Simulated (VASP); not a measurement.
# NiO2 (P-3m1) in VASP: a series of runs

Runs on NiO2. Level: PBEsol. Tasks: single point.

All numbers are computed with VASP 6.6.1; they aren't measurements. Logs are shortened: lines on timing, memory, paths and dates and some standing lists are left out, and cuts for length are marked.

## (1) The cell of the first run

The structure is trigonal, space group P-3m1 (No. 164). The conventional cell has a = 2.784 Å, b = 2.784 Å, c = 4.973 Å, α = 90.00°, β = 90.00°, γ = 120.00°. Ni (site symmetry -3m) has 6 O at 1.77 Å within 2.4 Å. O (site symmetry 3m) has 3 Ni at 1.77 Å and 3 O at 2.19 Å within 2.4 Å.

## (2) Single point, PBEsol

INCAR

```
  ALGO = Normal
  EDIFF = 1E-6
  ENCUT = 700
  GGA = PS
  GGA_COMPAT = F
  ISIF = 2
  ISMEAR = 0
  LASPH = T
  LCHARG = F
  LREAL = F
  LWAVE = F
  NBANDS = 22
  NELM = 120
  PREC = Accurate
  SIGMA = 0.05
```

KPOINTS

```
k-points
0
Gamma
  12 12 6
```

POSCAR

```
NiO2
1.0
    2.7839850047      0.0000000000      0.0000000000
   -1.3919925024      2.4110017378      0.0000000000
    0.0000000000      0.0000000000      4.9726140668
Ni O
1 2
Direct
    0.0000000000      0.0000000000      0.5000000000
    0.6666666667      0.3333333333      0.6499533987
    0.3333333333      0.6666666667      0.3500466013
```

Potentials or basis: VASP PAW PBE potentials, release 64 (Ni_sv_GW, O).

Launch:

```
$ cat potpaw_PBE.64/Ni_sv_GW/POTCAR potpaw_PBE.64/O/POTCAR > POTCAR
$ mpirun -np 1 vasp_std > vasp.out
```

OUTCAR:

```text
EDIFF = 1E-6
   ENCUT = 700
   GGA = PS
   ISIF = 2
   ISMEAR = 0
   LASPH = T
   LREAL = F
   NELM = 120
   PREC = Accurate

 ion  position               nearest neighbor table
   1  0.000  0.000  0.500-   2 1.77   3 1.77   2 1.77   3 1.77   2 1.77   3 1.77
   2  0.667  0.333  0.650-   1 1.77   1 1.77   1 1.77
   3  0.333  0.667  0.350-   1 1.77   1 1.77   1 1.77

  LATTYP: Found a hexagonal cell.
 ALAT       =     2.7839850047
 C/A-ratio  =     1.7861497308

  Lattice vectors:

 A1 = (   2.7839850047,   0.0000000000,   0.0000000000)
 A2 = (  -1.3919925024,   2.4110017378,   0.0000000000)
 A3 = (   0.0000000000,   0.0000000000,   4.9726140668)

Analysis of symmetry for initial positions (statically):
=====================================================================
 Subroutine PRICEL returns:
 Original cell was already a primitive cell.

 Routine SETGRP: Setting up the symmetry group for a
 hexagonal supercell.

 Subroutine GETGRP returns: Found 12 space group operations
 (whereof 12 operations were pure point group operations)
 out of a pool of 24 trial point group operations.

The static configuration has the point symmetry D_3d.

Analysis of symmetry for dynamics (positions and initial velocities):
=====================================================================
 Subroutine PRICEL returns:
 Original cell was already a primitive cell.

 Routine SETGRP: Setting up the symmetry group for a
 hexagonal supercell.

 Subroutine GETGRP returns: Found 12 space group operations
 (whereof 12 operations were pure point group operations)
 out of a pool of 24 trial point group operations.

The dynamic configuration has the point symmetry D_3d.

 Subroutine INISYM returns: Found 12 space group operations
 (whereof 12 operations are pure point group operations),
 and found     1 'primitive' translations

----------------------------------------------------------------------------------------

                                     Primitive cell

  volume of cell :      33.3771

  direct lattice vectors                    reciprocal lattice vectors
     2.783985005  0.000000000  0.000000000     0.359197337  0.207382679  0.000000000
    -1.391992502  2.411001738  0.000000000     0.000000000  0.414765358  0.000000000
     0.000000000  0.000000000  4.972614067     0.000000000  0.000000000  0.201101470

  length of vectors
[... 81 lines left out ...]
   LASPH  =      T    aspherical Exc in radial PAW
   ENCUT  =  700.0 eV  51.45 Ry    7.17 a.u.   6.01  6.01 10.73*2*pi/ulx,y,z
   NELM   =    120;   NELMIN=  2; NELMDL= -5     # of ELM steps
   EDIFF  = 0.1E-05   stopping-criterion for ELM
   LREAL  =      F    real-space projection
   EDIFFG = 0.1E-04   stopping-criterion for IOM
   NSW    =      0    number of steps for IOM
   IBRION =     -1    ionic relax: 0-MD 1-quasi-New 2-CG
   NFREE  =      0    steps in history (QN), initial steepest desc. (CG)
   ISIF   =      2    stress and relaxation
   ISYM   =      2    0-nonsym 1-usesym 2-fastsym
   POTIM  = 0.5000    time-step for ionic-motion
   TEBEG  =    0.0;   TEEND  =   0.0 temperature during run
   PSTRESS=    0.0 pullay stress
   NELECT =      30.0000    total number of electrons
   NUPDOWN=      -1.0000    fix difference up-down
   EMIN   =  10.00;   EMAX   =-10.00  energy-range for DOS
   EFERMI =   0.00;   METHOD = LEGACY
   ISMEAR =     0;   SIGMA  =   0.05  broadening in eV -4-tet -1-fermi 0-gaus
   EFERMI_NEDOS =   21; number of points for ismear=-14 and -15
   IALGO  =     38    algorithm
   IMIX   =      4    mixing-type and parameters
     AMIX     =   0.40;   BMIX     =  1.00
     AMIX_MAG =   1.60;   BMIX_MAG =  1.00
  volume/ion in A,a.u.               =      11.13        75.08
  Fermi-wavevector in a.u.,A,eV,Ry     =   1.579909  2.985596 33.961690  2.496114
  Thomas-Fermi vector in A             =   2.680217
   LORBIT       =      0    0 simple, 1 ext, 2 COOP (PROOUT), +10 PAW based schemes
   GGA     = PS    functional components
   LHFCALC =     F    Hartree Fock is set to
   AEXX    =    0.0000 exact exchange contribution
   IVDW    =     0    specifies the selected vdW correction
   LEPSILON=     F    determine dielectric tensor
   LRPA    =     F    only Hartree local field effects (RPA)
 non-spin polarized calculation
 Gauss-broadening in eV      SIGMA  =   0.05
  energy-cutoff  :      700.00
  volume of cell :       33.38
 maximum number of plane-waves:      1443
   NGX = 13   NGY = 13   NGZ = 21

 number of electron      30.0000009 magnetization

 Free energy of the ion-electron system (eV)
  ---------------------------------------------------
  ext. energy  EPLUGINS =         0.00000000
  ---------------------------------------------------
  free energy    TOTEN  =       -19.01978446 eV

  energy without entropy =      -19.01978446  energy(sigma->0) =      -19.01978446

 E-fermi :   2.5784     XC(G=0): -10.3268

 val. band max:        2.0745186921   @ k =   0.0000   0.0000   0.5000
 cond. band min:       3.0151580629   @ k =   0.3333   0.0000   0.3333
 fundamental gap:      0.9406393709
 Fermi energy:         2.5784484944

 k-point     1 :       0.0000    0.0000    0.0000
  band No.  band energies     occupation
      1    -102.4733      2.00000
      2     -63.2029      2.00000
      3     -63.2029      2.00000
      4     -62.5257      2.00000
      5     -19.4775      2.00000
      6     -15.2660      2.00000
[... 589 lines left out ...]
     21      19.3728      0.00000
     22      21.4685      0.00000

 [... further k-points ...]

------------------------ aborting loop because EDIFF is reached ----------------------------------------

  FORCE on cell =-STRESS in cart. coord.  units (eV):
  Direction    XX          YY          ZZ          XY          YZ          ZX
  --------------------------------------------------------------------------------------
  -------------------------------------------------------------------------------------
  Total        6.7751045      6.7751045      6.0426023     -0.0000000     -0.0000000      0.0000000
  in kB      325.2201221    325.2201221    290.0583843     -0.0000000     -0.0000000      0.0000000
  external PRESSURE =     313.4995428 kB  Pullay stress =       0.0000000 kB

 VOLUME and BASIS-vectors are now :
 -----------------------------------------------------------------------------
  energy-cutoff  :      700.00
  volume of cell :       33.38
      direct lattice vectors                 reciprocal lattice vectors
     2.783985005  0.000000000  0.000000000     0.359197337  0.207382679  0.000000000
    -1.391992502  2.411001738  0.000000000     0.000000000  0.414765358  0.000000000
     0.000000000  0.000000000  4.972614067     0.000000000  0.000000000  0.201101470

 POSITION                                       TOTAL-FORCE (eV/Angst)
 -----------------------------------------------------------------------------------
      0.00000      0.00000      2.48631        -0.000000      0.000000     -0.000000
      1.39199      0.80367      3.23197        -0.000000      0.000000      4.206061
     -0.00000      1.60733      1.74065         0.000000     -0.000000     -4.206061
 -----------------------------------------------------------------------------------
    total drift:                               -0.000000     -0.000000      0.000000

  FREE ENERGIE OF THE ION-ELECTRON SYSTEM (eV)
  ---------------------------------------------------
  free  energy   TOTEN  =       -19.0197844627 eV

  energy  without entropy=      -19.0197844627  energy(sigma->0) =      -19.01978446
```

OSZICAR:

```text
N       E                     dE             d eps       ncg     rms          rms(c)
DAV:   1     0.344918660592E+03    0.34492E+03   -0.22236E+04  7340   0.501E+03
DAV:   2    -0.951951901961E+01   -0.35444E+03   -0.33358E+03  7108   0.106E+03
DAV:   3    -0.320794868287E+02   -0.22560E+02   -0.22352E+02  7158   0.285E+02
DAV:   4    -0.326579534571E+02   -0.57847E+00   -0.57790E+00  6116   0.296E+01
DAV:   5    -0.326804090660E+02   -0.22456E-01   -0.22449E-01  5892   0.528E+00    0.295E+01
DAV:   6    -0.367563443079E+02   -0.40759E+01   -0.23007E+02  6438   0.773E+02    0.354E+01
DAV:   7    -0.191001303445E+02    0.17656E+02   -0.72739E+01  6770   0.674E+02    0.662E+00
DAV:   8    -0.190497223890E+02    0.50408E-01   -0.32690E+00  7378   0.463E+01    0.308E+00
DAV:   9    -0.190195434166E+02    0.30179E-01   -0.12215E-01  7572   0.181E+01    0.886E-01
DAV:  10    -0.190198596751E+02   -0.31626E-03   -0.12503E-02  6646   0.636E+00    0.168E-01
DAV:  11    -0.190200367210E+02   -0.17705E-03   -0.41707E-03  6746   0.514E+00    0.165E-01
DAV:  12    -0.190198401768E+02    0.19654E-03   -0.28064E-03  6836   0.383E+00    0.747E-02
DAV:  13    -0.190197851699E+02    0.55007E-04   -0.40740E-04  7220   0.139E+00    0.163E-02
DAV:  14    -0.190197836865E+02    0.14834E-05   -0.21570E-05  5396   0.253E-01    0.336E-03
DAV:  15    -0.190197844627E+02   -0.77616E-06   -0.39042E-06  4796   0.396E-02
   1 F= -.19019784E+02 E0= -.19019784E+02  d E =-.145415E-36
```

stdout:

```text
POSCAR found type information on POSCAR NiO
 POSCAR found :  2 types and       3 ions
 scaLAPACK will be used
 -----------------------------------------------------------------------------
|                                                                             |
|                                                                             |
|     You enforced a specific xc type in the INCAR file but a different       |
|     I HOPE YOU KNOW WHAT YOU ARE DOING!                                     |
|                                                                             |
 -----------------------------------------------------------------------------

 LDA part: xc-table for (Slater+PW92), standard interpolation
 POSCAR, INCAR and KPOINTS ok, starting setup
 FFT: planning ... GRIDC
 FFT: planning ... GRID_SOFT
 FFT: planning ... GRID
 WAVECAR not read
 entering main loop
```

Wall time 2.4 min (1 thread of AMD EPYC 7R43 (Zen 3), shared host); peak memory 0.24 GiB.

Results:

```yaml
Free_energy: -19.0198 eV
Pressure: 31.3 GPa
Largest_force: 4.206 eV/Å
Band_gap_on_the_k_mesh: 0.94 eV (least direct gap 1.50 eV)
```

Forces in eV/Å, atoms in the order of the input:
```
Ni   0.000  0.000  0.000
O    0.000  0.000  4.206
O    0.000  0.000 -4.206
```

Stress tensor (GPa, compression positive):
```
32.52  0.00  0.00
 0.00 32.52  0.00
 0.00  0.00 29.01
```

Caveat: the cell stands under pressure; the PAW data sets were made with another functional, which shifts forces and pressure a little; the run has no spin polarisation, though such a crystal can be magnetic.

## (3) Single point, PBEsol

INCAR

```
SYSTEM = NiO2
PREC = Accurate
ENCUT = 700
EDIFF = 1E-6
ISMEAR = 0
SIGMA = 0.05
LREAL = .False.
LASPH = .True.
NELM = 120
ALGO = Normal
ISIF = 2
LWAVE = .False.
LCHARG = .False.
GGA = PS
NBANDS = 22
GGA_COMPAT = .False.
```

KPOINTS

```
Automatic mesh
0
Gamma
  12 12 6
  0 0 0
```

POSCAR

```
NiO2
1.0
    2.8028105550      0.0000000000      0.0000000000
   -1.4014052775      2.4273051426      0.0000000000
    0.0000000000      0.0000000000      4.9060395955
Ni O
1 2
Direct
    0.0000000000      0.0000000000      0.5000000000
    0.6666666667      0.3333333333      0.6750910825
    0.3333333333      0.6666666667      0.3249089175
```

Potentials or basis: VASP PAW PBE potentials, release 64 (Ni_sv_GW, O).

Launch:

```
$ cat potpaw_PBE.64/Ni_sv_GW/POTCAR potpaw_PBE.64/O/POTCAR > POTCAR
$ mpirun -np 1 vasp_std > vasp.out
```

OUTCAR:

```text
SYSTEM = NiO2
   PREC = Accurate
   ENCUT = 700
   EDIFF = 1E-6
   ISMEAR = 0
   LREAL = .False.
   LASPH = .True.
   NELM = 120
   ISIF = 2
   GGA = PS

 ion  position               nearest neighbor table
   1  0.000  0.000  0.500-   2 1.83   3 1.83   3 1.83   2 1.83   2 1.83   3 1.83
   2  0.667  0.333  0.675-   1 1.83   1 1.83   1 1.83
   3  0.333  0.667  0.325-   1 1.83   1 1.83   1 1.83

  LATTYP: Found a hexagonal cell.
 ALAT       =     2.8028105550
 C/A-ratio  =     1.7504000000

  Lattice vectors:
[... 791 lines left out ...]

  FORCE on cell =-STRESS in cart. coord.  units (eV):
  Direction    XX          YY          ZZ          XY          YZ          ZX
  --------------------------------------------------------------------------------------
  -------------------------------------------------------------------------------------
  Total        1.3197675      1.3197675      2.1094623     -0.0000000      0.0000000      0.0000000
  in kB       63.3517815     63.3517815    101.2588933     -0.0000000      0.0000000      0.0000000
  external PRESSURE =      75.9874854 kB  Pullay stress =       0.0000000 kB

 VOLUME and BASIS-vectors are now :
 -----------------------------------------------------------------------------
  energy-cutoff  :      700.00
  volume of cell :       33.38
      direct lattice vectors                 reciprocal lattice vectors
     2.802810555  0.000000000  0.000000000     0.356784727  0.205989758  0.000000000
    -1.401405278  2.427305143  0.000000000     0.000000000  0.411979517  0.000000000
     0.000000000  0.000000000  4.906039596     0.000000000  0.000000000  0.203830397

 POSITION                                       TOTAL-FORCE (eV/Angst)
 -----------------------------------------------------------------------------------
      0.00000      0.00000      2.45302         0.000000      0.000000      0.000000
      1.40141      0.80910      3.31202         0.000000      0.000000      1.348612
     -0.00000      1.61820      1.59402        -0.000000      0.000000     -1.348612
 -----------------------------------------------------------------------------------
    total drift:                               -0.000000      0.000000     -0.000000

  FREE ENERGIE OF THE ION-ELECTRON SYSTEM (eV)
  ---------------------------------------------------
  free  energy   TOTEN  =       -19.6952525699 eV

  energy  without entropy=      -19.6952525699  energy(sigma->0) =      -19.69525257
```

stdout:

```text
POSCAR found type information on POSCAR NiO
 POSCAR found :  2 types and       3 ions
 scaLAPACK will be used
 -----------------------------------------------------------------------------
|                                                                             |
|                                                                             |
|     You enforced a specific xc type in the INCAR file but a different       |
|     I HOPE YOU KNOW WHAT YOU ARE DOING!                                     |
|                                                                             |
 -----------------------------------------------------------------------------

 LDA part: xc-table for (Slater+PW92), standard interpolation
 POSCAR, INCAR and KPOINTS ok, starting setup
 FFT: planning ... GRIDC
 FFT: planning ... GRID_SOFT
 FFT: planning ... GRID
 WAVECAR not read
 entering main loop
```

Run time: 55 s. Hardware: 1 thread of Intel Xeon Platinum 8488C (Sapphire Rapids), shared host; peak memory 0.26 GiB.

Results:

```yaml
Free_energy: -19.6953 eV
Pressure: 7.6 GPa
Largest_force: 1.349 eV/Å
Band_gap_on_the_k_mesh: 1.03 eV (least direct gap 1.41 eV)
```

Forces in eV/Å, atoms in the order of the input:
```
Ni   0.000  0.000  0.000
O    0.000  0.000  1.349
O    0.000  0.000 -1.349
```

Stress tensor (GPa, compression positive):
```
 6.34  0.00  0.00
 0.00  6.34  0.00
 0.00  0.00 10.13
```

Levels at points of the mesh, in eV from the valence-band top:
| k point | band 12 | band 13 | band 14 | band 15 | band 16 | band 17 | band 18 | band 19 |
| --- | --- | --- | --- | --- | --- | --- | --- | --- |
| (0.00, 0.00, 0.00) | -1.41 | -1.41 | -1.26 | -0.21 | 2.38 | 2.38 | 7.34 | 10.93 |
| (0.50, 0.00, 0.00) | -2.03 | -2.01 | -1.85 | -1.11 | 1.52 | 2.31 | 12.42 | 12.82 |
| (0.00, 0.00, 0.50) | -2.00 | -1.42 | -1.42 | -0.03 | 2.40 | 2.40 | 9.03 | 9.89 |
| (0.50, 0.00, 0.50) | -2.03 | -1.85 | -1.72 | -1.16 | 1.51 | 2.28 | 11.56 | 12.71 |

Caveat: the cell stands under pressure; the PAW data sets were made with another functional, which shifts forces and pressure a little; the run has no spin polarisation, though such a crystal can be magnetic. A k mesh can miss the band edges.

(Part 1 of 2 ends here.)
